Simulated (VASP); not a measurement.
Here is a VASP 6.6.1 calculation.

INCAR

```
SYSTEM = CsCdCl3
PREC = Accurate
ENCUT = 520
EDIFF = 1E-6
ISMEAR = 0
SIGMA = 0.05
LREAL = .False.
LASPH = .True.
NELM = 100
ALGO = Normal
ISIF = 2
LWAVE = .False.
LCHARG = .False.
GGA = CA
NBANDS = 29
```

The input KPOINTS:

```
regular mesh
0
Gamma
  6 6 6
  0 0 0
```

POSCAR

```
CsCdCl3
1.0
    5.2000000000      0.0000000000      0.0000000000
    0.0000000000      5.2000000000      0.0000000000
    0.0000000000      0.0000000000      5.2000000000
Cs Cd Cl
1 1 3
Direct
    0.0000000000      0.0000000000      0.0000000000
    0.5000000000      0.5000000000      0.5000000000
    0.0000000000      0.5000000000      0.5120192308
    0.5000000000      0.0000000000      0.5120192308
    0.5000000000      0.5000000000      0.0120192308
```

Potentials or basis: VASP PAW LDA potentials, release 64 (Cs_sv, Cd, Cl).

Run with:

```sh
$ cat potpaw_LDA.64/Cs_sv/POTCAR potpaw_LDA.64/Cd/POTCAR potpaw_LDA.64/Cl/POTCAR > POTCAR
$ mpirun -np 1 vasp_std > vasp.out
```

Q: Predict the pressure.

A: -1.6 GPa.

Q: Predict the largest force.

A: 0.245 eV/Å.

Q: Estimate the band gap on the k mesh.

A: 1.55 eV (least direct gap 2.12 eV).

Stress tensor (GPa, compression positive):
```
-1.69  0.00  0.00
 0.00 -1.69  0.00
 0.00  0.00 -1.51
```

Caveat: the cell differs from its parent crystal (all Cl atoms moved +0.062 Å, as atom 3 along Cartesian [0 0 1]); spin-orbit coupling is left out, which moves the levels of the heavy elements. A k mesh can miss the band edges.
